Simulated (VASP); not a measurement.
# CdTeF6 (Fm-3m) in VASP: a series of runs

The runs below take CdTeF6 through single point, relaxation of cell and atoms, with PBE.

All numbers are computed with VASP 6.6.1; they aren't measurements. Logs are shortened: lines on timing, memory, paths and dates and some standing lists are left out, and cuts for length are marked.

**1. The cell of the first run**

It takes space group Fm-3m (No. 225, cubic). Conventional cell: a = 8.693 Å, b = 8.693 Å, c = 8.693 Å, α = 90.00°, β = 90.00°, γ = 90.00°. Within 3.0 Å of Cd (site symmetry m-3m) lie 6 F at 2.26 Å. Te (site symmetry m-3m) has 6 F at 2.09 Å within 2.8 Å. F (site symmetry 4mm) has 1 Te at 2.09 Å and 1 Cd at 2.26 Å within 2.8 Å.

The cell was generated, and may not be a known phase.

**2. Single point, PBE**

The input, INCAR:

```
SYSTEM = CdTeF6
ALGO     = Normal         ! electronic algorithm
EDIFF    = 1E-6           ! SCF threshold, eV
ENCUT    = 520            ! plane-wave cutoff, eV
GGA      = PE             ! functional
ISIF     = 2              ! what is computed and relaxed
ISMEAR   = 0              ! smearing method
LASPH    = .TRUE.         ! aspherical terms in the spheres
LCHARG   = .TRUE.         ! write CHGCAR
LELF     = .TRUE.         ! ELF
LREAL    = .FALSE.        ! projectors in reciprocal space
LVHAR    = .TRUE.       
LWAVE    = .FALSE.        ! write WAVECAR
NBANDS   = 40             ! bands
NELM     = 80             ! most SCF steps
PREC     = Accurate       ! precision mode
SIGMA    = 0.1            ! smearing width, eV
```

The input, KPOINTS:

```
k-points
0
G
  4 4 4
  0 0 0
```

The input, POSCAR:

```
CdTeF6
1.0
    0.0000000000      4.3463038000      4.3463038000
    4.3463038000      0.0000000000      4.3463038000
    4.3463038000      4.3463038000      0.0000000000
Cd Te F
1 1 6
Direct
    0.0000000000      0.0000000000      0.0000000000
    0.5000000000      0.5000000000      0.5000000000
    0.7402890000      0.2597110000      0.2597110000
    0.2597110000      0.7402890000      0.7402890000
    0.2597110000      0.7402890000      0.2597110000
    0.7402890000      0.2597110000      0.7402890000
    0.2597110000      0.2597110000      0.7402890000
    0.7402890000      0.7402890000      0.2597110000
```

Potentials or basis: VASP PAW PBE potentials, release 64 (Cd, Te, F).

Started as:

```
$ cat potpaw_PBE.64/Cd/POTCAR potpaw_PBE.64/Te/POTCAR potpaw_PBE.64/F/POTCAR > POTCAR
$ mpirun -np 1 vasp_std > vasp.out
```

OUTCAR:

```text
SYSTEM = CdTeF6
   EDIFF = 1E-6
   ENCUT = 520
   GGA = PE
   ISIF = 2
   ISMEAR = 0
   LASPH = .TRUE.
   LREAL = .FALSE.
   NELM = 80
   PREC = Accurate

 ion  position               nearest neighbor table
   1  0.000  0.000  0.000-   3 2.26   4 2.26   5 2.26   6 2.26   7 2.26   8 2.26
   2  0.500  0.500  0.500-   3 2.09   4 2.09   5 2.09   6 2.09   7 2.09   8 2.09
   3  0.740  0.260  0.260-   2 2.09   1 2.26
   4  0.260  0.740  0.740-   2 2.09   1 2.26
   5  0.260  0.740  0.260-   2 2.09   1 2.26
   6  0.740  0.260  0.740-   2 2.09   1 2.26
   7  0.260  0.260  0.740-   2 2.09   1 2.26
   8  0.740  0.740  0.260-   2 2.09   1 2.26

  LATTYP: Found a face centered cubic cell.
 ALAT       =     8.6926076000

  Lattice vectors:

 A1 = (   0.0000000000,   4.3463038000,   4.3463038000)
 A2 = (   4.3463038000,   0.0000000000,   4.3463038000)
 A3 = (   4.3463038000,   4.3463038000,   0.0000000000)

Analysis of symmetry for initial positions (statically):
=====================================================================
 Subroutine PRICEL returns:
 Original cell was already a primitive cell.

 Routine SETGRP: Setting up the symmetry group for a
 face centered cubic supercell.

 Subroutine GETGRP returns: Found 48 space group operations
 (whereof 48 operations were pure point group operations)
 out of a pool of 48 trial point group operations.

The static configuration has the point symmetry O_h .

Analysis of symmetry for dynamics (positions and initial velocities):
=====================================================================
 Subroutine PRICEL returns:
 Original cell was already a primitive cell.

 Routine SETGRP: Setting up the symmetry group for a
 face centered cubic supercell.

 Subroutine GETGRP returns: Found 48 space group operations
 (whereof 48 operations were pure point group operations)
 out of a pool of 48 trial point group operations.

The dynamic configuration has the point symmetry O_h .

 Subroutine INISYM returns: Found 48 space group operations
 (whereof 48 operations are pure point group operations),
 and found     1 'primitive' translations

----------------------------------------------------------------------------------------

                                     Primitive cell

  volume of cell :     164.2065

  direct lattice vectors                    reciprocal lattice vectors
     0.000000000  4.346303800  4.346303800    -0.115040279  0.115040279  0.115040279
     4.346303800  0.000000000  4.346303800     0.115040279 -0.115040279  0.115040279
     4.346303800  4.346303800  0.000000000     0.115040279  0.115040279 -0.115040279

  length of vectors
     6.146601780  6.146601780  6.146601780     0.199255607  0.199255607  0.199255607

  position of ions in fractional coordinates (direct lattice)
     0.000000000  0.000000000  0.000000000
     0.500000000  0.500000000  0.500000000
     0.740289000  0.259711000  0.259711000
     0.259711000  0.740289000  0.740289000
     0.259711000  0.740289000  0.259711000
     0.740289000  0.259711000  0.740289000
     0.259711000  0.259711000  0.740289000
     0.740289000  0.740289000  0.259711000

  ion indices of the primitive-cell ions
   primitive index   ion index
                 1           1
                 2           2
                 3           3
                 4           4
                 5           5
                 6           6
                 7           7
                 8           8

----------------------------------------------------------------------------------------

 KPOINTS: k-points

Automatic generation of k-mesh.
 Grid dimensions read from file:
 generate k-points for:    4    4    4

 Generating k-lattice:

  Cartesian coordinates                     Fractional coordinates (reciprocal lattice)
    -0.028760070  0.028760070  0.028760070     0.250000000  0.000000000  0.000000000
     0.028760070 -0.028760070  0.028760070     0.000000000  0.250000000  0.000000000
     0.028760070  0.028760070 -0.028760070     0.000000000  0.000000000  0.250000000

  Length of vectors
     0.049813902  0.049813902  0.049813902

  Shift w.r.t. Gamma in fractional coordinates (k-lattice)
     0.000000000  0.000000000  0.000000000

 Subroutine IBZKPT returns following result:
 ===========================================

 Found      8 irreducible k-points:

 Following reciprocal coordinates:
            Coordinates               Weight
  0.000000  0.000000  0.000000      1.000000
  0.250000  0.000000  0.000000      8.000000
  0.500000  0.000000  0.000000      4.000000
  0.250000  0.250000  0.000000      6.000000
  0.500000  0.250000  0.000000     24.000000
 -0.250000  0.250000  0.000000     12.000000
  0.500000  0.500000  0.000000      3.000000
 -0.250000  0.500000  0.250000      6.000000
   k-points           NKPTS =      8   k-points in BZ     NKDIM =      8   number of bands    NBANDS=     40
   number of dos      NEDOS =    301   number of ions     NIONS =      8
   total plane-waves  NPLWV = 110592
   dimension x,y,z NGX =    48 NGY =   48 NGZ =   48
   dimension x,y,z NGXF=    96 NGYF=   96 NGZF=   96
   ions per type =               1   1   6
   NGX,Y,Z   is equivalent  to a cutoff of  12.98, 12.98, 12.98 a.u.
   NGXF,Y,Z  is equivalent  to a cutoff of  25.96, 25.96, 25.96 a.u.
 SYSTEM =  CdTeF6
   PREC   = accura    normal or accurate (medium, high low for compatibility)
   ISTART =      0    job   : 0-new  1-cont  2-samecut
   ICHARG =      2    charge: 1-file 2-atom 10-const
   ISPIN  =      1    spin polarized calculation?
   LNONCOLLINEAR =      F non collinear calculations
   LSORBIT =      F    spin-orbit coupling
   LASPH  =      T    aspherical Exc in radial PAW
   ENCUT  =  520.0 eV  38.22 Ry    6.18 a.u.  11.43 11.43 11.43*2*pi/ulx,y,z
   NELM   =     80;   NELMIN=  2; NELMDL= -5     # of ELM steps
   EDIFF  = 0.1E-05   stopping-criterion for ELM
   LREAL  =      F    real-space projection
   EDIFFG = 0.1E-04   stopping-criterion for IOM
   NSW    =      0    number of steps for IOM
   IBRION =     -1    ionic relax: 0-MD 1-quasi-New 2-CG
   NFREE  =      0    steps in history (QN), initial steepest desc. (CG)
   ISIF   =      2    stress and relaxation
   ISYM   =      2    0-nonsym 1-usesym 2-fastsym
   POTIM  = 0.5000    time-step for ionic-motion
   TEBEG  =    0.0;   TEEND  =   0.0 temperature during run
   PSTRESS=    0.0 pullay stress
   NELECT =      60.0000    total number of electrons
   NUPDOWN=      -1.0000    fix difference up-down
   EMIN   =  10.00;   EMAX   =-10.00  energy-range for DOS
   EFERMI =   0.00;   METHOD = LEGACY
   ISMEAR =     0;   SIGMA  =   0.10  broadening in eV -4-tet -1-fermi 0-gaus
   EFERMI_NEDOS =   21; number of points for ismear=-14 and -15
   IALGO  =     38    algorithm
   IMIX   =      4    mixing-type and parameters
     AMIX     =   0.40;   BMIX     =  1.00
     AMIX_MAG =   1.60;   BMIX_MAG =  1.00
  volume/ion in A,a.u.               =      20.53       138.51
  Fermi-wavevector in a.u.,A,eV,Ry     =   1.170384  2.211706 18.637254  1.369800
  Thomas-Fermi vector in A             =   2.306844
   LORBIT       =      0    0 simple, 1 ext, 2 COOP (PROOUT), +10 PAW based schemes
   GGA     = PE    functional components
   LHFCALC =     F    Hartree Fock is set to
   AEXX    =    0.0000 exact exchange contribution
   IVDW    =     0    specifies the selected vdW correction
   LEPSILON=     F    determine dielectric tensor
   LRPA    =     F    only Hartree local field effects (RPA)
 non-spin polarized calculation
 Gauss-broadening in eV      SIGMA  =   0.10
  energy-cutoff  :      520.00
  volume of cell :      164.21
 maximum number of plane-waves:      4477
 NGX is ok and might be reduce to    48
   NGX = 23   NGY = 23   NGZ = 23

 number of electron      59.9999950 magnetization

 Free energy of the ion-electron system (eV)
  ---------------------------------------------------
  ext. energy  EPLUGINS =         0.00000000
  ---------------------------------------------------
  free energy    TOTEN  =       -31.62728738 eV

  energy without entropy =      -31.62728738  energy(sigma->0) =      -31.62728738

 E-fermi :  -1.1166     XC(G=0):  -7.4897

 val. band max:       -1.5439199887   @ k =   0.5000   0.5000   0.0000
 cond. band min:       1.1878444887   @ k =   0.5000   0.0000   0.0000
 fundamental gap:      2.7317644774
 Fermi energy:        -1.1166300540

 k-point     1 :       0.0000    0.0000    0.0000
  band No.  band energies     occupation
      1     -24.1944      2.00000
      2     -23.6333      2.00000
      3     -23.6333      2.00000
      4     -23.6333      2.00000
      5     -23.4133      2.00000
      6     -23.4133      2.00000
[... 32 lines left out ...]
     39       9.0775      0.00000
     40       9.4766      0.00000

 k-point     2 :       0.2500    0.0000    0.0000
  band No.  band energies     occupation
      1     -24.1582      2.00000
      2     -23.6757      2.00000
      3     -23.6310      2.00000
      4     -23.6310      2.00000
      5     -23.4155      2.00000
      6     -23.4155      2.00000
[... 32 lines left out ...]
     39       9.2013      0.00000
     40       9.7130      0.00000

 k-point     3 :       0.5000    0.0000    0.0000
  band No.  band energies     occupation
      1     -24.1146      2.00000
      2     -23.7265      2.00000
      3     -23.6290      2.00000
      4     -23.6290      2.00000
      5     -23.4178      2.00000
      6     -23.4178      2.00000
[... 32 lines left out ...]
     39       9.2957      0.00000
     40      10.2148      0.00000

 k-point     4 :       0.2500    0.2500    0.0000
  band No.  band energies     occupation
      1     -24.1519      2.00000
      2     -23.6611      2.00000
      3     -23.6344      2.00000
      4     -23.6344      2.00000
      5     -23.4353      2.00000
      6     -23.4122      2.00000
[... 32 lines left out ...]
     39       8.7438      0.00000
     40      10.1228      0.00000

 k-point     5 :       0.5000    0.2500    0.0000
  band No.  band energies     occupation
      1     -24.1162      2.00000
      2     -23.6890      2.00000
      3     -23.6334      2.00000
      4     -23.6326      2.00000
      5     -23.4509      2.00000
      6     -23.4144      2.00000
[... 32 lines left out ...]
     39       9.2365      0.00000
     40       9.8918      0.00000

 k-point     6 :      -0.2500    0.2500    0.0000
  band No.  band energies     occupation
      1     -24.1233      2.00000
      2     -23.6973      2.00000
      3     -23.6357      2.00000
      4     -23.6290      2.00000
      5     -23.4305      2.00000
      6     -23.4177      2.00000
[... 32 lines left out ...]
     39       9.1051      0.00000
     40       9.8388      0.00000

 k-point     7 :       0.5000    0.5000    0.0000
  band No.  band energies     occupation
      1     -24.1175      2.00000
      2     -23.6390      2.00000
      3     -23.6358      2.00000
      4     -23.6358      2.00000
      5     -23.4995      2.00000
      6     -23.4113      2.00000
[... 32 lines left out ...]
     39       8.5939      0.00000
     40      10.4971      0.00000

 k-point     8 :      -0.2500    0.5000    0.2500
  band No.  band energies     occupation
      1     -24.1089      2.00000
      2     -23.6726      2.00000
      3     -23.6372      2.00000
      4     -23.6372      2.00000
      5     -23.4669      2.00000
      6     -23.4150      2.00000
[... 32 lines left out ...]
     39       9.1114      0.00000
     40       9.6065      0.00000

------------------------ aborting loop because EDIFF is reached ----------------------------------------

  FORCE on cell =-STRESS in cart. coord.  units (eV):
  Direction    XX          YY          ZZ          XY          YZ          ZX
  --------------------------------------------------------------------------------------
  -------------------------------------------------------------------------------------
  Total       -0.2199131     -0.2199131     -0.2199131     -0.0000000      0.0000000     -0.0000000
  in kB       -2.1457118     -2.1457118     -2.1457118     -0.0000000      0.0000000     -0.0000000
  external PRESSURE =      -2.1457118 kB  Pullay stress =       0.0000000 kB

 VOLUME and BASIS-vectors are now :
 -----------------------------------------------------------------------------
  energy-cutoff  :      520.00
  volume of cell :      164.21
      direct lattice vectors                 reciprocal lattice vectors
     0.000000000  4.346303800  4.346303800    -0.115040279  0.115040279  0.115040279
     4.346303800  0.000000000  4.346303800     0.115040279 -0.115040279  0.115040279
     4.346303800  4.346303800  0.000000000     0.115040279  0.115040279 -0.115040279

 POSITION                                       TOTAL-FORCE (eV/Angst)
 -----------------------------------------------------------------------------------
      0.00000      0.00000      0.00000        -0.000000      0.000000      0.000000
      4.34630      4.34630      4.34630        -0.000000      0.000000      0.000000
      2.25757      4.34630      4.34630         0.099849      0.000000      0.000000
      6.43504      4.34630      4.34630        -0.099849      0.000000      0.000000
      4.34630      2.25757      4.34630        -0.000000      0.099849      0.000000
      4.34630      6.43504      4.34630        -0.000000     -0.099849      0.000000
      4.34630      4.34630      2.25757        -0.000000      0.000000      0.099849
      4.34630      4.34630      6.43504        -0.000000      0.000000     -0.099849
 -----------------------------------------------------------------------------------
    total drift:                                0.000000      0.000000      0.000000

  FREE ENERGIE OF THE ION-ELECTRON SYSTEM (eV)
  ---------------------------------------------------
  free  energy   TOTEN  =       -31.6272873788 eV

  energy  without entropy=      -31.6272873788  energy(sigma->0) =      -31.62728738
```

Wall time 72 s (1 thread of Oxide Virtual Turin-like, shared host); peak memory 0.3 GiB.

What came out:

| Quantity | Value |
| --- | --- |
| Free energy | -31.6273 eV |
| Pressure | -0.2 GPa |
| Largest force | 0.100 eV/Å |
| Band gap on the k mesh | 2.73 eV (least direct gap 3.47 eV) |

Forces on the atoms (eV/Å):
```
Cd   0.000  0.000  0.000
Te   0.000  0.000  0.000
F    0.100  0.000  0.000
F   -0.100  0.000  0.000
F    0.000  0.100  0.000
F    0.000 -0.100  0.000
F    0.000  0.000  0.100
F    0.000  0.000 -0.100
```

Caveat: spin-orbit coupling is left out, which moves the levels of the heavy elements. A k mesh can miss the band edges.

**3. Single point, PBE**

The input, INCAR:

```
PREC     = Accurate       # precision mode
ENCUT    = 520            # plane-wave cutoff, eV
EDIFF    = 1E-7           # SCF threshold, eV
ISMEAR   = 0              # smearing method
SIGMA    = 0.1            # smearing width, eV
LREAL    = False          # projectors in reciprocal space
LASPH    = True           # aspherical terms in the spheres
NELM     = 80             # most SCF steps
ALGO     = Normal         # electronic algorithm
ISIF     = 2              # what is computed and relaxed
LWAVE    = False          # write WAVECAR
LCHARG   = False          # write CHGCAR
GGA      = PE             # functional
NBANDS   = 40             # bands
```

The input, KPOINTS:

```
regular mesh
0
Gamma
  4 4 4
```

POSCAR is that of step 2.

Potentials or basis: VASP PAW PBE potentials, release 64 (Cd, Te, F).

Started as:

```
$ cat potpaw_PBE.64/Cd/POTCAR potpaw_PBE.64/Te/POTCAR potpaw_PBE.64/F/POTCAR > POTCAR
$ mpirun -np 1 vasp_std > vasp.out
```

It took 48 s on 1 thread of Oxide Virtual Turin-like, shared host; peak memory 0.31 GiB.

It converged, with:

```
Free energy            : -31.6273 eV
Pressure               : -0.2 GPa
Largest force          : 0.100 eV/Å
Band gap on the k mesh : 2.73 eV (least direct gap 3.47 eV)
```

Forces on the atoms (eV/Å):
```
Cd   0.000  0.000  0.000
Te   0.000  0.000  0.000
F    0.100  0.000  0.000
F   -0.100  0.000  0.000
F    0.000  0.100  0.000
F    0.000 -0.100  0.000
F    0.000  0.000  0.100
F    0.000  0.000 -0.100
```

Levels at points of the mesh, in eV from the valence-band top:
```
           k point  band 28  band 29  band 30  band 31  band 32  band 33
(0.00, 0.00, 0.00)    -2.38    -2.38    -2.10     4.28     4.28     4.28
(0.50, 0.00, 0.00)    -2.58    -2.52    -0.74     2.73     4.98     4.98
(0.50, 0.50, 0.00)    -2.56    -2.38     0.00     4.50     4.50     4.63
```

Caveat: spin-orbit coupling is left out, which moves the levels of the heavy elements. A k mesh can miss the band edges.

**4. Single point, PBE**

INCAR, as its differences from that of step 3:

```diff
@@ -4,6 +4,6 @@
 ISMEAR   = 0              # smearing method
-SIGMA    = 0.1            # smearing width, eV
+SIGMA    = 0.02           # smearing width, eV
 LREAL    = False          # projectors in reciprocal space
 LASPH    = True           # aspherical terms in the spheres
-NELM     = 80             # most SCF steps
+NELM     = 60             # most SCF steps
 ALGO     = Normal         # electronic algorithm
```

The input, KPOINTS:

```
Automatic mesh
0
Gamma
  6 6 6
```

POSCAR is that of step 3.

Started as:

```
$ cat potpaw_PBE.64/Cd/POTCAR potpaw_PBE.64/Te/POTCAR potpaw_PBE.64/F/POTCAR > POTCAR
$ mpirun -np 1 vasp_std > vasp.out
```

It took 92 s on 1 thread of Oxide Virtual Turin-like, shared host; peak memory 0.34 GiB.

It converged, with:

* Free energy: -31.6274 eV
* Pressure: -0.2 GPa
* Largest force: 0.100 eV/Å
* Band gap on the k mesh: 2.73 eV (least direct gap 3.47 eV)

Forces on the atoms (eV/Å):
```
Cd   0.000  0.000  0.000
Te   0.000  0.000  0.000
F    0.100  0.000  0.000
F   -0.100  0.000  0.000
F    0.000  0.100  0.000
F    0.000 -0.100  0.000
F    0.000  0.000  0.100
F    0.000  0.000 -0.100
```

Levels at points of the mesh, in eV from the valence-band top:
| k point | band 27 | band 28 | band 29 | band 30 | band 31 | band 32 | band 33 | band 34 |
| --- | --- | --- | --- | --- | --- | --- | --- | --- |
| (0.00, 0.00, 0.00) | -2.38 | -2.38 | -2.38 | -2.10 | 4.28 | 4.28 | 4.28 | 5.06 |
| (0.50, 0.00, 0.00) | -2.58 | -2.58 | -2.52 | -0.74 | 2.73 | 4.98 | 4.98 | 6.84 |
| (0.50, 0.50, 0.00) | -2.56 | -2.56 | -2.38 | 0.00 | 4.50 | 4.50 | 4.63 | 4.93 |

Caveat: spin-orbit coupling is left out, which moves the levels of the heavy elements. A k mesh can miss the band edges.

(Continued in part 2 of 2.)
